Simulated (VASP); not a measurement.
# ErTi2P2 (I4/mmm) in VASP: single point with PBE+U

Aim: the single point of ErTi2P2 with PBE+U.

All numbers are computed with VASP 6.6.1; they aren't measurements. Logs are shortened: lines on timing, memory, paths and dates and some standing lists are left out, and cuts for length are marked.

### Step 1. The cell of the first run

The structure is tetragonal, space group I4/mmm (No. 139). The conventional cell has a = 3.925 Å, b = 3.925 Å, c = 9.496 Å, α = 90.00°, β = 90.00°, γ = 90.00°. Ti (site symmetry -4m2) has 4 P at 2.30 Å and 4 Ti at 2.78 Å and 4 Er at 3.08 Å within 3.1 Å. Er (site symmetry 4/mmm) has 10 P at 3.02 to 3.57 Å and 8 Ti at 3.08 Å and 4 Er at 3.93 Å within 4.0 Å. Within 3.1 Å of P (site symmetry 4mm) lie 4 Ti at 2.30 Å and 1 P at 2.36 Å and 4 Er at 3.02 Å.

### Step 2. Single point, PBE+U, collinear spin, ferrimagnetic start

File INCAR:

```
SYSTEM = ErTi2P2
ALGO = Normal ; EDIFF = 1E-7
ENCUT = 520 ; GGA = PE
ISIF = 2 ; ISMEAR = -1
ISPIN = 2 ; ISYM = 0
LASPH = .True. ; LCHARG = .False.
LDAU = .True. ; LDAUJ = 0 0 0
LDAUL = 2 3 -1 ; LDAUPRINT = 1
LDAUTYPE = 2 ; LDAUU = 5.37 5.46 0
LMAXMIX = 6 ; LORBIT = 11
LREAL = .False. ; LWAVE = .False.
MAGMOM = 1.1 -0.4 3.29 -0.01 -0.01 ; NBANDS = 40
NELM = 150 ; PREC = Accurate
SIGMA = 0.1
```

File KPOINTS:

```
Automatic mesh
0
Gamma
  5 5 4
  0.5 0.5 0
```

File POSCAR:

```
ErTi2P2
1.0
    0.0000000000      3.9252798800      0.0000000000
    3.9252798800      0.0000000000      0.0000000000
    1.9626394400      1.9626394400     -4.7482153800
Ti Er P
2 1 2
Direct
    0.7500000000      0.2500000000      0.5000000000
    0.2500000000      0.7500000000      0.5000000000
    0.0000000000      0.0000000000      0.0000000000
    0.3760000000      0.3760000000      0.2480000000
    0.6240000000      0.6240000000      0.7520000000
```

Potentials or basis: VASP PAW PBE potentials, release 64 (Ti_sv, Er, P).

Run with:

```sh
$ cat potpaw_PBE.64/Ti_sv/POTCAR potpaw_PBE.64/Er/POTCAR potpaw_PBE.64/P/POTCAR > POTCAR
$ mpirun -np 1 vasp_std > vasp.out
```

OUTCAR:

```text
SYSTEM = ErTi2P2
   EDIFF = 1E-7
   ENCUT = 520
   GGA = PE
   ISIF = 2
   ISMEAR = -1
   ISPIN = 2
   ISYM = 0
   LASPH = .True.
   LORBIT = 11
   LREAL = .False.
   NELM = 150
   PREC = Accurate

 ion  position               nearest neighbor table
   1  0.750  0.250  0.500-   4 2.30   5 2.30   4 2.30   5 2.30   2 2.78   2 2.78   2 2.78   2 2.78
                             3 3.08   3 3.08   3 3.08   3 3.08
   2  0.250  0.750  0.500-   4 2.30   5 2.30   4 2.30   5 2.30   1 2.78   1 2.78   1 2.78   1 2.78
                             3 3.08   3 3.08   3 3.08   3 3.08
   3  0.000  0.000  0.000-   4 3.02   5 3.02   5 3.02   5 3.02   4 3.02   4 3.02   5 3.02   4 3.02
                             2 3.08   1 3.08   2 3.08   1 3.08   1 3.08   2 3.08   2 3.08   1 3.08
   4  0.376  0.376  0.248-   1 2.30   2 2.30   2 2.30   1 2.30   5 2.36   3 3.02   3 3.02   3 3.02
                             3 3.02
   5  0.624  0.624  0.752-   1 2.30   2 2.30   2 2.30   1 2.30   4 2.36   3 3.02   3 3.02   3 3.02
                             3 3.02

IMPORTANT INFORMATION: All symmetrisations will be switched off!
NOSYMM: (Re-)initialisation of all symmetry stuff for point group C_1.

----------------------------------------------------------------------------------------

                                     Primitive cell

  volume of cell :      73.1597

  direct lattice vectors                    reciprocal lattice vectors
     0.000000000  3.925279880  0.000000000     0.000000000  0.254758904  0.105302694
     3.925279880  0.000000000  0.000000000     0.254758904  0.000000000  0.105302694
     1.962639440  1.962639440 -4.748215380     0.000000000  0.000000000 -0.210605442

  length of vectors
     3.925279880  3.925279880  5.499950585     0.275664210  0.275664210  0.210605442

  position of ions in fractional coordinates (direct lattice)
     0.750000000  0.250000000  0.500000000
     0.250000000  0.750000000  0.500000000
     0.000000000  0.000000000  0.000000000
     0.376000000  0.376000000  0.248000000
     0.624000000  0.624000000  0.752000000

  ion indices of the primitive-cell ions
   primitive index   ion index
                 1           1
                 2           2
                 3           3
                 4           4
                 5           5

----------------------------------------------------------------------------------------

 KPOINTS: Automatic mesh

Automatic generation of k-mesh.
 Grid dimensions read from file:
 generate k-points for:    5    5    4

 Generating k-lattice:

  Cartesian coordinates                     Fractional coordinates (reciprocal lattice)
     0.000000000  0.050951781  0.021060539     0.200000000  0.000000000 -0.000000000
     0.050951781  0.000000000  0.021060539     0.000000000  0.200000000 -0.000000000
     0.000000000  0.000000000 -0.052651361     0.000000000  0.000000000  0.250000000

  Length of vectors
[... 100 lines left out ...]
  Thomas-Fermi vector in A             =   2.609420
   LORBIT       =     11    0 simple, 1 ext, 2 COOP (PROOUT), +10 PAW based schemes
 LDA+U is selected, type is set to LDAUTYPE =  2
   angular momentum for each species LDAUL =     2    3   -1
   U (eV)           for each species LDAUU =   5.4  5.5  0.0
   J (eV)           for each species LDAUJ =   0.0  0.0  0.0
   GGA     = PE    functional components
   LHFCALC =     F    Hartree Fock is set to
   AEXX    =    0.0000 exact exchange contribution
   IVDW    =     0    specifies the selected vdW correction
   LEPSILON=     F    determine dielectric tensor
   LRPA    =     F    only Hartree local field effects (RPA)
 spin polarized calculation
  energy-cutoff  :      520.00
  volume of cell :       73.16
 maximum number of plane-waves:      1985
 NGX is ok and might be reduce to    30
   NGX = 15   NGY = 15   NGZ = 21

atom =   1  type =  1  l = 2

 onsite density matrix

spin component  1
[... 87 lines left out ...]
  o =  0.0162  v =  0.0000  0.0000  0.0000  0.0000  0.0000  0.0000  0.0000  0.0009  0.9912  0.0088  0.0093  0.0311 -0.1131 -0.0604      0.0000  0.0000  0.0000  0.0000  0.0000  0.0000  0.0000  0.0000  0.0000  0.0000  0.0000  0.0000  0.0000  0.0000
  o =  0.0211  v =  0.0000  0.0000  0.0000  0.0000  0.0000  0.0000  0.0000 -0.1379  0.0374 -0.0044 -0.9622  0.0036  0.2291  0.0354      0.0000  0.0000  0.0000  0.0000  0.0000  0.0000  0.0000  0.0000  0.0000  0.0000  0.0000  0.0000  0.0000  0.0000
  o =  0.0292  v =  0.0000  0.0000  0.0000  0.0000  0.0000  0.0000  0.0000  0.8856 -0.0209  0.3805 -0.1481 -0.0043 -0.0447 -0.2159      0.0000  0.0000  0.0000  0.0000  0.0000  0.0000  0.0000  0.0000  0.0000  0.0000  0.0000  0.0000  0.0000  0.0000
  o =  0.9905  v =  0.0000  0.0000  0.0000  0.0000  0.0000  0.0000  0.0000  0.0012 -0.1002 -0.1758 -0.2275 -0.0297 -0.9503  0.0583      0.0000  0.0000  0.0000  0.0000  0.0000  0.0000  0.0000  0.0000  0.0000  0.0000  0.0000  0.0000  0.0000  0.0000
  o =  0.9906  v =  0.0000  0.0000  0.0000  0.0000  0.0000  0.0000  0.0000 -0.3838 -0.0314  0.8890  0.0110  0.1803 -0.1687  0.0192      0.0000  0.0000  0.0000  0.0000  0.0000  0.0000  0.0000  0.0000  0.0000  0.0000  0.0000  0.0000  0.0000  0.0000
  o =  0.9910  v =  0.0000  0.0000  0.0000  0.0000  0.0000  0.0000  0.0000 -0.1490  0.0029  0.1246 -0.0003 -0.9085 -0.0177 -0.3697      0.0000  0.0000  0.0000  0.0000  0.0000  0.0000  0.0000  0.0000  0.0000  0.0000  0.0000  0.0000  0.0000  0.0000
  o =  0.9917  v = -0.6142 -0.0681  0.3023 -0.0141 -0.0670 -0.6625  0.2884  0.0000  0.0000  0.0000  0.0000  0.0000  0.0000  0.0000      0.0000  0.0000  0.0000  0.0000  0.0000  0.0000  0.0000  0.0000  0.0000  0.0000  0.0000  0.0000  0.0000  0.0000
  o =  0.9923  v =  0.2075 -0.1144 -0.6660 -0.4979  0.1956 -0.4535  0.0922  0.0000  0.0000  0.0000  0.0000  0.0000  0.0000  0.0000      0.0000  0.0000  0.0000  0.0000  0.0000  0.0000  0.0000  0.0000  0.0000  0.0000  0.0000  0.0000  0.0000  0.0000
  o =  0.9926  v =  0.0000  0.0000  0.0000  0.0000  0.0000  0.0000  0.0000 -0.1651 -0.0685 -0.1358 -0.0173  0.3746 -0.0306 -0.8989      0.0000  0.0000  0.0000  0.0000  0.0000  0.0000  0.0000  0.0000  0.0000  0.0000  0.0000  0.0000  0.0000  0.0000
  o =  0.9930  v = -0.0365  0.0121 -0.1791 -0.0630 -0.8663 -0.1497 -0.4354  0.0000  0.0000  0.0000  0.0000  0.0000  0.0000  0.0000      0.0000  0.0000  0.0000  0.0000  0.0000  0.0000  0.0000  0.0000  0.0000  0.0000  0.0000  0.0000  0.0000  0.0000
  o =  0.9938  v = -0.0432 -0.4661  0.2330 -0.0678  0.3589 -0.1678 -0.7517  0.0000  0.0000  0.0000  0.0000  0.0000  0.0000  0.0000      0.0000  0.0000  0.0000  0.0000  0.0000  0.0000  0.0000  0.0000  0.0000  0.0000  0.0000  0.0000  0.0000  0.0000
  o =  0.9971  v =  0.5672  0.1127  0.0608  0.6168  0.0180 -0.5300 -0.0123  0.0000  0.0000  0.0000  0.0000  0.0000  0.0000  0.0000      0.0000  0.0000  0.0000  0.0000  0.0000  0.0000  0.0000  0.0000  0.0000  0.0000  0.0000  0.0000  0.0000  0.0000
  o =  0.9976  v =  0.3607  0.4462  0.5516 -0.5862 -0.0283 -0.1378 -0.0563  0.0000  0.0000  0.0000  0.0000  0.0000  0.0000  0.0000      0.0000  0.0000  0.0000  0.0000  0.0000  0.0000  0.0000  0.0000  0.0000  0.0000  0.0000  0.0000  0.0000  0.0000
  o =  0.9987  v = -0.3531  0.7437 -0.2660  0.1389  0.2772 -0.0702 -0.3878  0.0000  0.0000  0.0000  0.0000  0.0000  0.0000  0.0000      0.0000  0.0000  0.0000  0.0000  0.0000  0.0000  0.0000  0.0000  0.0000  0.0000  0.0000  0.0000  0.0000  0.0000

 number of electron      56.0000001 magnetization       3.4158577

 Free energy of the ion-electron system (eV)
  ---------------------------------------------------
  ext. energy  EPLUGINS =         0.00000000
  ---------------------------------------------------
  free energy    TOTEN  =       -25.22617905 eV

  energy without entropy =      -25.12669036  energy(sigma->0) =      -25.17643471

 E-fermi :   9.7383     XC(G=0): -12.2817

 val. band max:        9.7379206149   @ k =   0.3000   0.3000  -0.0000
 cond. band min:       9.7426805074   @ k =   0.1000   0.1000   0.0000
 fundamental gap:      0.0047598925
 Fermi energy:         9.7383428208

 spin component 1

 k-point     1 :       0.1000    0.1000    0.0000
  band No.  band energies     occupation
      1     -47.7202      1.00000
      2     -47.5828      1.00000
      3     -41.1141      1.00000
      4     -24.2428      1.00000
      5     -24.1795      1.00000
      6     -24.1417      1.00000
[... 2057 lines left out ...]
     39      14.7867      0.00000
     40      15.6296      0.00000

 [... further k-points ...]

------------------------ aborting loop because EDIFF is reached ----------------------------------------

  FORCE on cell =-STRESS in cart. coord.  units (eV):
  Direction    XX          YY          ZZ          XY          YZ          ZX
  --------------------------------------------------------------------------------------
  -------------------------------------------------------------------------------------
  Total       16.7465654     16.7551551     22.8215902      0.0223278      0.0276434      0.0321809
  in kB      366.7453913    366.9335036    499.7868425      0.4889737      0.6053838      0.7047539
  external PRESSURE =     411.1552458 kB  Pullay stress =       0.0000000 kB

 VOLUME and BASIS-vectors are now :
 -----------------------------------------------------------------------------
  energy-cutoff  :      520.00
  volume of cell :       73.16
      direct lattice vectors                 reciprocal lattice vectors
     0.000000000  3.925279880  0.000000000     0.000000000  0.254758904  0.105302694
     3.925279880  0.000000000  0.000000000     0.254758904  0.000000000  0.105302694
     1.962639440  1.962639440 -4.748215380     0.000000000  0.000000000 -0.210605442

 POSITION                                       TOTAL-FORCE (eV/Angst)
 -----------------------------------------------------------------------------------
      1.96264      3.92528     -2.37411         0.001634     -0.000391      0.007892
      3.92528      1.96264     -2.37411        -0.001645      0.000409     -0.007881
      0.00000      0.00000      0.00000         0.000004      0.000011     -0.000051
      1.96264      1.96264     -1.17756         0.005814      0.001018      4.054727
      3.92528      3.92528     -3.57066        -0.005807     -0.001046     -4.054686
 -----------------------------------------------------------------------------------
    total drift:                                0.000012      0.000003     -0.000101

  FREE ENERGIE OF THE ION-ELECTRON SYSTEM (eV)
  ---------------------------------------------------
  free  energy   TOTEN  =       -25.2261790547 eV

  energy  without entropy=      -25.1266903621  energy(sigma->0) =      -25.17643471

 total charge

# of ion       s       p       d       f       tot
--------------------------------------------------
    1        2.243   6.272   2.068   0.000  10.584
    2        2.243   6.272   2.068   0.000  10.584
    3        2.103   5.791   0.679  10.988  19.561
    4        1.028   1.622   0.000   0.000   2.650
    5        1.028   1.622   0.000   0.000   2.650
--------------------------------------------------
tot          8.644  21.580   4.816  10.988  46.027

 magnetization (x)

# of ion       s       p       d       f       tot
--------------------------------------------------
    1        0.001   0.005   0.148   0.000   0.154
    2        0.001   0.005   0.148   0.000   0.154
    3        0.006  -0.020   0.051   2.932   2.968
    4       -0.002  -0.007   0.000   0.000  -0.009
    5       -0.002  -0.007   0.000   0.000  -0.009
--------------------------------------------------
tot          0.005  -0.025   0.346   2.932   3.258
```

It took 46 min on 1 thread of Intel Xeon Platinum 8259CL at 2.50GHz (Skylake/Cascade Lake), shared host; peak memory 0.4 GiB.

What came out:

| Item | Value |
| --- | --- |
| Free energy | -25.2262 eV |
| Pressure | 41.1 GPa |
| Largest force | 4.055 eV/Å |
| Net moment | 3.42 μB per cell |
| Site moments | Ti +0.15; Er +2.97; P -0.01 μB |
| Valence electrons inside the program's atomic spheres | Ti 10.58; Er 19.56; P 2.65 |

Forces in eV/Å, atoms in the order of the input:
```
Ti   0.002  0.000  0.008
Ti  -0.002  0.000 -0.008
Er   0.000  0.000  0.000
P    0.006  0.001  4.055
P   -0.006 -0.001 -4.055
```

Eigenvalues of the final occupation matrices:
```tsv
site	spin	trace	eigenvalues
site 1 d	1	1.12	0.14 0.20 0.20 0.25 0.34
site 1 d	2	0.97	0.14 0.16 0.19 0.19 0.30
site 2 d	1	1.12	0.14 0.20 0.20 0.25 0.34
site 2 d	2	0.97	0.14 0.16 0.19 0.19 0.30
site 3 f	1	6.96	0.99 0.99 0.99 0.99 1.00 1.00 1.00
site 3 f	2	4.03	0.02 0.02 0.03 0.99 0.99 0.99 0.99
```

Caveat: the magnetic or orbital state may not be the lowest; the stress differs along the axes, from 37 to 50 GPa; spin-orbit coupling is left out, which moves the levels of the heavy elements; forces of over 1 eV/Å act on the atoms, so gaps and moduli don't describe the material at rest. The state reached can hang on the start; a lower one may exist.
